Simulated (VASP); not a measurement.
# As: single point with PBE

Crystal: As.

```
As
1.0
     1.87975    1.08527    3.48577
    -1.87975    1.08527    3.48577
     0.00000   -2.17055    3.48577
As
2
Direct
  0.22754 0.22754 0.22754
  0.77246 0.77246 0.77246
```

```yaml
Program: VASP 6.6.1
Task: single point
Functional: PBE
Potentials_or_basis: VASP PAW PBE potentials, release 64 (As)
Cutoff: 520 eV
k_mesh: 6 × 6 × 6
Occupations: gaussian, width 0.1 eV
Spin: no spin polarisation
Dipole_correction: no
Further_INCAR_settings: ALGO = Normal; EDIFF = 1e-06; NBANDS = 12
```

```json
{
  "Pressure": "3.8 GPa",
  "Largest force": "0.163 eV/Å",
  "Band gap on the k mesh": "zero (bands 5 and 6 overlap by 0.33 eV)"
}
```

Forces on the atoms (eV/Å):
```
As   0.000  0.000  0.163
As   0.000  0.000 -0.163
```

Stress tensor (GPa, compression positive):
```
4.31 0.00 0.00
0.00 4.31 0.00
0.00 0.00 2.69
```

Levels at points of the mesh, in eV from the Fermi level:
| k point | band 1 | band 2 | band 3 | band 4 | band 5 | band 6 | band 7 | band 8 | band 9 | band 10 |
| --- | --- | --- | --- | --- | --- | --- | --- | --- | --- | --- |
| (0.00, 0.00, 0.00) | -15.12 | -5.79 | -2.57 | -2.04 | -2.04 | 1.75 | 2.94 | 2.94 | 6.75 | 6.75 |
| (0.50, 0.00, 0.00) | -12.35 | -11.18 | -2.80 | -2.77 | -0.39 | -0.33 | 0.24 | 1.22 | 9.01 | 9.19 |
| (0.50, 0.50, 0.00) | -12.31 | -9.71 | -6.12 | -4.32 | -4.18 | 1.48 | 5.47 | 6.80 | 7.34 | 10.55 |
| (0.50, 0.50, 0.50) | -13.74 | -10.16 | -1.76 | -1.76 | -0.59 | 0.66 | 0.66 | 1.76 | 8.09 | 10.43 |

It took 27 s on 1 thread of AMD EPYC 7R13, on a shared host, peak memory 0.14 GiB.

Caveat: the cell stands under pressure.
